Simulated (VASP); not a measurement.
Wanted: the native input for a VASP 6.6.1 run.

```yaml
Task: single point
Functional: PBEsol
Potentials_or_basis: VASP PAW PBE potentials, release 64 (Li_sv)
Cutoff: 520 eV
k_mesh: 9 × 9 × 9
Occupations: methfessel-paxton, width 0.05 eV
Spin: no spin polarisation
Dipole_correction: no
Further_INCAR_settings: ALGO = Normal; EDIFF = 1e-06; NBANDS = 14
```

The structure of Li lies in POSCAR:

```
Li
1.0
    4.3155438220      0.0000000000      0.0000000000
    0.0000000000      4.3155438220      0.0000000000
    0.0000000000      0.0000000000      4.3155438220
Li
4
Direct
    0.0000000000      0.0000000000      0.0000000000
    0.0000000000      0.5000000000      0.5000000000
    0.5000000000      0.0000000000      0.5000000000
    0.5000000000      0.5000000000      0.0000000000
```

One way to write it, as run:

INCAR

```
  ALGO = Normal
  EDIFF = 1E-6
  ENCUT = 520
  GGA = PS
  ISIF = 2
  ISMEAR = 1
  LASPH = True
  LCHARG = False
  LREAL = False
  LWAVE = False
  NBANDS = 14
  NELM = 80
  PREC = Accurate
  SIGMA = 0.05
```

KPOINTS

```
k-points
0
Gamma
  9 9 9
```

Potentials or basis: VASP PAW PBE potentials, release 64 (Li_sv).

Command:

```console
$ cat potpaw_PBE.64/Li_sv/POTCAR > POTCAR
$ mpirun -np 1 vasp_std > vasp.out
```

Results of the run:

```json
{
 "Band gap on the k mesh": "zero (band 6 reaches 2.19 eV, above the bottom of band 7 at 0.13 eV)"
}
```

Run time: 20 s on 1 thread of Intel Xeon 6975P-C, on a shared host, peak memory 0.18 GiB.
